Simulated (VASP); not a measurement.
# Ge (P-1) in VASP: a series of runs

Ge is run at these levels: PBEsol+D3(BJ); tasks: single point.

Everything below comes from runs of VASP 6.6.1. Logs are shortened: lines on timing, memory, paths and dates and some standing lists are left out, and cuts for length are marked.

### Step 1. The cell of the first run

The typed cell holds 2 atoms: a = 2.991 Å, b = 2.991 Å, c = 4.728 Å, α = 90.00°, β = 90.00°, γ = 120.33°.

### Step 2. Single point, PBEsol+D3(BJ) (atom 1 (Ge) moved by (-0.225, -0.450) A along [1 1 0] and z)

The input, INCAR:

```
ALGO = Normal
EDIFF = 1E-7
ENCUT = 520
GGA = PS
ISIF = 2
ISMEAR = 0
IVDW = 12
LASPH = True
LCHARG = True
LELF = True
LREAL = False
LVHAR = True
LWAVE = False
NBANDS = 21
NELM = 80
PREC = Accurate
SIGMA = 0.15
```

The input, KPOINTS:

```
k-points
0
Gamma
  18 18 10
```

The input, POSCAR:

```
Ge
1.0
    1.4880529250     -2.5946896100      0.0000000000
    1.4880529250      2.5946896100      0.0000000000
    0.0000000000      0.0000000000      4.7275957900
Ge
2
Direct
    0.6437531626      0.2493292519      0.1548141973
    0.3334466300      0.6665533700      0.7500000000
```

Potentials or basis: VASP PAW PBE potentials, release 64 (Ge_d).

Started as:

```bash
$ cat potpaw_PBE.64/Ge_d/POTCAR > POTCAR
$ mpirun -np 1 vasp_std > vasp.out
```

OUTCAR:

```text
EDIFF = 1E-7
   ENCUT = 520
   GGA = PS
   ISIF = 2
   ISMEAR = 0
   IVDW = 12
   LASPH = True
   LREAL = False
   NELM = 80
   PREC = Accurate
 IVDW          = 12

 ion  position               nearest neighbor table
   1  0.644  0.249  0.155-   2 2.43   2 2.62   2 2.69
   2  0.333  0.667  0.750-   1 2.43   1 2.62   1 2.69

  LATTYP: Found a base centered orthorhombic cell.
 ALAT       =     2.9761058500
 B/A-ratio  =     1.7436809984
 C/A-ratio  =     1.5885173540

  Lattice vectors:

 A1 = (   1.4880529250,  -2.5946896100,   0.0000000000)
 A2 = (   1.4880529250,   2.5946896100,   0.0000000000)
 A3 = (   0.0000000000,   0.0000000000,   4.7275957900)

Analysis of symmetry for initial positions (statically):
=====================================================================
 Subroutine PRICEL returns:
 Original cell was already a primitive cell.

 Routine SETGRP: Setting up the symmetry group for a
 base centered orthorhombic supercell.

 Subroutine GETGRP returns: Found  2 space group operations
 (whereof  1 operations were pure point group operations)
 out of a pool of  8 trial point group operations.

The static configuration has the point symmetry C_1 .
 The point group associated with its full space group is S_2 .

Analysis of symmetry for dynamics (positions and initial velocities):
=====================================================================
 Subroutine PRICEL returns:
 Original cell was already a primitive cell.

 Routine SETGRP: Setting up the symmetry group for a
 base centered orthorhombic supercell.

 Subroutine GETGRP returns: Found  2 space group operations
 (whereof  1 operations were pure point group operations)
 out of a pool of  8 trial point group operations.

The dynamic configuration has the point symmetry C_1 .
 The point group associated with its full space group is S_2 .

 Subroutine INISYM returns: Found  2 space group operations
 (whereof  1 operations are pure point group operations),
 and found     1 'primitive' translations

----------------------------------------------------------------------------------------

                                     Primitive cell

  volume of cell :      36.5068

  direct lattice vectors                    reciprocal lattice vectors
     1.488052925 -2.594689610  0.000000000     0.336009554 -0.192701277  0.000000000
     1.488052925  2.594689610  0.000000000     0.336009554  0.192701277  0.000000000
     0.000000000  0.000000000  4.727595790     0.000000000  0.000000000  0.211524006

  length of vectors
     2.991106096  2.991106096  4.727595790     0.387345069  0.387345069  0.211524006

  position of ions in fractional coordinates (direct lattice)
     0.643753163  0.249329252  0.154814197
     0.333446630  0.666553370  0.750000000

  ion indices of the primitive-cell ions
   primitive index   ion index
                 1           1
                 2           2

----------------------------------------------------------------------------------------

 KPOINTS: k-points

Automatic generation of k-mesh.
 Grid dimensions read from file:
 generate k-points for:   18   18   10

 Generating k-lattice:

  Cartesian coordinates                     Fractional coordinates (reciprocal lattice)
     0.018667197 -0.010705626  0.000000000     0.055555556  0.000000000  0.000000000
     0.018667197  0.010705626  0.000000000     0.000000000  0.055555556  0.000000000
     0.000000000  0.000000000  0.021152401     0.000000000  0.000000000  0.100000000

  Length of vectors
     0.021519171  0.021519171  0.021152401

  Shift w.r.t. Gamma in fractional coordinates (k-lattice)
     0.000000000  0.000000000  0.000000000

 Subroutine IBZKPT returns following result:
 ===========================================

 Found   1624 irreducible k-points:

 Following reciprocal coordinates:
            Coordinates               Weight
  0.000000  0.000000  0.000000      1.000000
  0.055556  0.000000  0.000000      2.000000
  0.000000  0.055556  0.000000      2.000000
  0.111111  0.000000  0.000000      2.000000
  0.000000  0.111111  0.000000      2.000000
  0.166667  0.000000  0.000000      2.000000
[... 16 lines left out ...]
  0.166667  0.055556  0.000000      2.000000
  0.055556  0.166667  0.000000      2.000000
 [... further k-points ...]
   k-points           NKPTS =   1624   k-points in BZ     NKDIM =   1624   number of bands    NBANDS=     21
   number of dos      NEDOS =    301   number of ions     NIONS =      2
   total plane-waves  NPLWV =  20736
   dimension x,y,z NGX =    24 NGY =   24 NGZ =   36
   dimension x,y,z NGXF=    48 NGYF=   48 NGZF=   72
   ions per type =               2
   NGX,Y,Z   is equivalent  to a cutoff of  13.34, 13.34, 12.66 a.u.
   NGXF,Y,Z  is equivalent  to a cutoff of  26.68, 26.68, 25.32 a.u.
 SYSTEM =  unknown system
   PREC   = accura    normal or accurate (medium, high low for compatibility)
   ISTART =      0    job   : 0-new  1-cont  2-samecut
   ICHARG =      2    charge: 1-file 2-atom 10-const
   ISPIN  =      1    spin polarized calculation?
   LNONCOLLINEAR =      F non collinear calculations
   LSORBIT =      F    spin-orbit coupling
   LASPH  =      T    aspherical Exc in radial PAW
   ENCUT  =  520.0 eV  38.22 Ry    6.18 a.u.   5.56  5.56  8.79*2*pi/ulx,y,z
   NELM   =     80;   NELMIN=  2; NELMDL= -5     # of ELM steps
   EDIFF  = 0.1E-06   stopping-criterion for ELM
   LREAL  =      F    real-space projection
   EDIFFG = 0.1E-05   stopping-criterion for IOM
   NSW    =      0    number of steps for IOM
   IBRION =     -1    ionic relax: 0-MD 1-quasi-New 2-CG
   NFREE  =      0    steps in history (QN), initial steepest desc. (CG)
   ISIF   =      2    stress and relaxation
   ISYM   =      2    0-nonsym 1-usesym 2-fastsym
   POTIM  = 0.5000    time-step for ionic-motion
   TEBEG  =    0.0;   TEEND  =   0.0 temperature during run
   PSTRESS=    0.0 pullay stress
   NELECT =      28.0000    total number of electrons
   NUPDOWN=      -1.0000    fix difference up-down
   EMIN   =  10.00;   EMAX   =-10.00  energy-range for DOS
   EFERMI =   0.00;   METHOD = LEGACY
   ISMEAR =     0;   SIGMA  =   0.15  broadening in eV -4-tet -1-fermi 0-gaus
   EFERMI_NEDOS =   21; number of points for ismear=-14 and -15
   IALGO  =     38    algorithm
   IMIX   =      4    mixing-type and parameters
     AMIX     =   0.40;   BMIX     =  1.00
     AMIX_MAG =   1.60;   BMIX_MAG =  1.00
  volume/ion in A,a.u.               =      18.25       123.18
  Fermi-wavevector in a.u.,A,eV,Ry     =   1.498544  2.831837 30.553703  2.245634
  Thomas-Fermi vector in A             =   2.610289
   LORBIT       =      0    0 simple, 1 ext, 2 COOP (PROOUT), +10 PAW based schemes
   GGA     = PS    functional components
   LHFCALC =     F    Hartree Fock is set to
   AEXX    =    0.0000 exact exchange contribution
   IVDW    =    12    specifies the selected vdW correction
   LEPSILON=     F    determine dielectric tensor
   LRPA    =     F    only Hartree local field effects (RPA)
 non-spin polarized calculation
 Gauss-broadening in eV      SIGMA  =   0.15
  energy-cutoff  :      520.00
  volume of cell :       36.51
 maximum number of plane-waves:      1014
   NGX = 11   NGY = 11   NGZ = 17

 number of electron      28.0000011 magnetization

 Free energy of the ion-electron system (eV)
  ---------------------------------------------------
  ext. energy  EPLUGINS =         0.00000000
  ---------------------------------------------------
  free energy    TOTEN  =        -8.96510902 eV

  energy without entropy =       -8.95466355  energy(sigma->0) =       -8.95988629

 E-fermi :   6.8866     XC(G=0): -11.5160

 val. band max:        6.8864239796   @ k =   0.0556   0.0000   0.4000
 cond. band min:       6.8868795274   @ k =  -0.0556   0.0556   0.4000
 fundamental gap:      0.0004555478
 Fermi energy:         6.8865540910

 k-point     1 :       0.0000    0.0000    0.0000
  band No.  band energies     occupation
      1     -17.8293      2.00000
      2     -17.7859      2.00000
      3     -17.7853      2.00000
      4     -17.7599      2.00000
      5     -17.7431      2.00000
      6     -17.6959      2.00000
[... 13 lines left out ...]
     20      19.3475      0.00000
     21      20.7290      0.00000

 k-point     2 :       0.0556    0.0000    0.0000
  band No.  band energies     occupation
      1     -17.8297      2.00000
      2     -17.7907      2.00000
      3     -17.7777      2.00000
      4     -17.7607      2.00000
      5     -17.7398      2.00000
      6     -17.6955      2.00000
[... 13 lines left out ...]
     20      19.3698      0.00000
     21      21.0245      0.00000

 k-point     3 :       0.0000    0.0556    0.0000
  band No.  band energies     occupation
      1     -17.8320      2.00000
      2     -17.7839      2.00000
      3     -17.7812      2.00000
      4     -17.7575      2.00000
      5     -17.7442      2.00000
      6     -17.6959      2.00000
[... 13 lines left out ...]
     20      19.1386      0.00000
     21      21.1015      0.00000

 k-point     4 :       0.1111    0.0000    0.0000
  band No.  band energies     occupation
      1     -17.8309      2.00000
      2     -17.7942      2.00000
      3     -17.7709      2.00000
      4     -17.7587      2.00000
      5     -17.7308      2.00000
      6     -17.6945      2.00000
[... 13 lines left out ...]
     20      19.8617      0.00000
     21      20.9375      0.00000

 k-point     5 :       0.0000    0.1111    0.0000
  band No.  band energies     occupation
      1     -17.8378      2.00000
      2     -17.7798      2.00000
      3     -17.7716      2.00000
      4     -17.7519      2.00000
      5     -17.7446      2.00000
      6     -17.6961      2.00000
[... 13 lines left out ...]
     20      19.6216      0.00000
     21      21.2053      0.00000
[... 382 lines left out ...]
     20      19.3597      0.00000
     21      21.0740      0.00000

 k-point    22 :       0.0556    0.1111    0.0000
  band No.  band energies     occupation
      1     -17.8406      2.00000
      2     -17.7795      2.00000
      3     -17.7688      2.00000
      4     -17.7433      2.00000
      5     -17.7416      2.00000
      6     -17.6960      2.00000
[... 13 lines left out ...]
     20      19.3633      0.00000
     21      21.3720      0.00000

 k-point    23 :       0.1667    0.0556    0.0000
  band No.  band energies     occupation
      1     -17.8371      2.00000
      2     -17.7928      2.00000
      3     -17.7770      2.00000
      4     -17.7297      2.00000
      5     -17.7173      2.00000
      6     -17.6934      2.00000
[... 13 lines left out ...]
     20      19.8550      0.00000
     21      19.9745      0.00000

 k-point    24 :       0.0556    0.1667    0.0000
  band No.  band energies     occupation
      1     -17.8463      2.00000
      2     -17.7743      2.00000
      3     -17.7708      2.00000
      4     -17.7390      2.00000
      5     -17.7243      2.00000
      6     -17.6964      2.00000
[... 13 lines left out ...]
     20      19.9030      0.00000
     21      20.3016      0.00000

 [... further k-points ...]

------------------------ aborting loop because EDIFF is reached ----------------------------------------

 Edisp (eV)   -0.67710

 E8    (eV) :    -0.4522

  FORCE on cell =-STRESS in cart. coord.  units (eV):
  Direction    XX          YY          ZZ          XY          YZ          ZX
  --------------------------------------------------------------------------------------
  -------------------------------------------------------------------------------------
  Total       1.35387     0.56713     1.85037     0.35900     0.59123     0.82693
  in kB      59.41730    24.88974    81.20745    15.75524    25.94751    36.29144
  external pressure =       55.17 kB  Pullay stress =        0.00 kB

 VOLUME and BASIS-vectors are now :
 -----------------------------------------------------------------------------
  energy-cutoff  :      520.00
  volume of cell :       36.51
      direct lattice vectors                 reciprocal lattice vectors
     1.488052925 -2.594689610  0.000000000     0.336009554 -0.192701277  0.000000000
     1.488052925  2.594689610  0.000000000     0.336009554  0.192701277  0.000000000
     0.000000000  0.000000000  4.727595790     0.000000000  0.000000000  0.211524006

 POSITION                                       TOTAL-FORCE (eV/Angst)
 -----------------------------------------------------------------------------------
      1.32895     -1.02341      0.73190         0.302875      0.226454      1.922383
      1.48805      0.86431      3.54570        -0.302875     -0.226454     -1.922383
 -----------------------------------------------------------------------------------
    total drift:                                0.000031     -0.000019      0.000150

  FREE ENERGIE OF THE ION-ELECTRON SYSTEM (eV)
  ---------------------------------------------------
  free  energy   TOTEN  =        -9.6422068592 eV

  energy  without entropy=       -9.6317613900  energy(sigma->0) =       -9.63698412
```

Run time: 22 min. Hardware: 1 thread of Intel Xeon 8259CL, shared host; peak memory 0.98 GiB.

What came out:

```yaml
Free_energy: -9.6422 eV
Pressure: 5.5 GPa
Largest_force: 1.959 eV/Å
Band_gap_on_the_k_mesh: zero (bands 14 and 15 overlap by 8.68 eV)
Dispersion_energy_per_atom: -0.339 eV
```

Forces in eV/Å, atoms in the order of the input:
```
Ge   0.303  0.226  1.922
Ge  -0.303 -0.226 -1.922
```

Caveat: the cell differs from its parent crystal (atom 1 (Ge) moved by (-0.225, -0.450) A along [1 1 0] and z); the stress differs along the axes, from 2 to 8 GPa; the PAW data sets were made with another functional, which shifts forces and pressure a little.

(Part 1 of 2 ends here.)
